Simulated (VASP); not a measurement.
Crystal: BAs5.

```
B As
1.0
     4.15265    0.00000    0.00000
    -2.07633    3.59630    0.00000
     0.00000    0.00000    8.28776
B As
1 5
Cartesian
  0.0000 0.0000 0.0000
  2.0763 0.0000 4.1439
  -1.0382 1.7982 4.1439
  1.0382 1.7982 4.1439
  0.0000 0.0000 1.6325
  0.0000 0.0000 6.6552
```

* Program: VASP 6.6.1
* Task: relaxation of cell and atoms
* Functional: PBE
* Potentials or basis: VASP PAW PBE potentials, release 64 (B, As)
* Cutoff: 600 eV
* k mesh: 6 × 6 × 2
* Occupations: gaussian, width 0.1 eV
* Spin: no spin polarisation

At the start: pressure 57.5 GPa; volume 20.63 Å³/atom.

Task: How do energy, volume and symmetry change on relaxing?

Result: Over 26 steps the energy falls by 1784.7 meV/atom and the volume is 29.30 Å³/atom (+42.1 %); space group P6/mmm (No. 191, to 0.05 Å).

Step by step:
```
step  energy change (eV)  largest force (eV/Å)  pressure (GPa)  volume (Å³)
   1              0.0000                7.7945           57.48       123.77
   2             -5.0486                1.9961           -6.61       307.89
   3             -9.2038                2.2684           -0.92       195.34
   4             -9.2143                2.2290           -0.58       193.70
   5             -9.2215                2.1803           -0.16       191.76
   6            -10.0654                1.5865            0.57       196.95
   7            -10.1008                0.6702            0.11       196.29
   8            -10.1006                0.7613            0.15       196.36
   9            -10.1459                0.5377           -0.38       197.52
  10            -10.2278                0.0098           -1.89       200.83
  11            -10.2032                0.6736           -4.16       206.78
  12            -10.2470                0.1855           -2.67       202.82
  13            -10.2625                0.1647           -2.68       202.41
  14            -10.3086                0.1008           -2.70       201.17
  15            -10.3973                0.0421           -2.69       198.59
  16            -10.5385                0.3525           -2.42       193.04
  17            -10.3116                0.7914           -0.54       180.28
  18            -10.5450                0.8426           -1.93       190.68
  19            -10.5503                0.9230           -1.75       188.64
  20            -10.6228                0.3836           -1.46       183.62
  21            -10.6349                0.0262           -1.12       180.04
  22            -10.6355                0.0478           -1.19       180.66
  23            -10.6708                0.0003           -0.96       179.48
  24            -10.7056                0.1072           -0.38       177.02
  25            -10.7067                0.1313           -0.25       176.53
  26            -10.7081                0.0054           -0.04       175.82
```

Final structure:
```
B As
1.0
     5.37162    0.00000    0.00000
    -2.68581    4.65196    0.00000
     0.00000    0.00000    7.03593
B As
1 5
Direct
  0.00000 0.00000 0.00000
  0.50000 0.00000 0.50000
  0.00000 0.50000 0.50000
  0.50000 0.50000 0.50000
  0.00000 0.00000 0.26764
  0.00000 0.00000 0.73236
```

Caveat: the k points lie up to 0.45 Å⁻¹ apart in the final cell; the volume moved by over 15 % at a fixed basis, so the end points are rough.
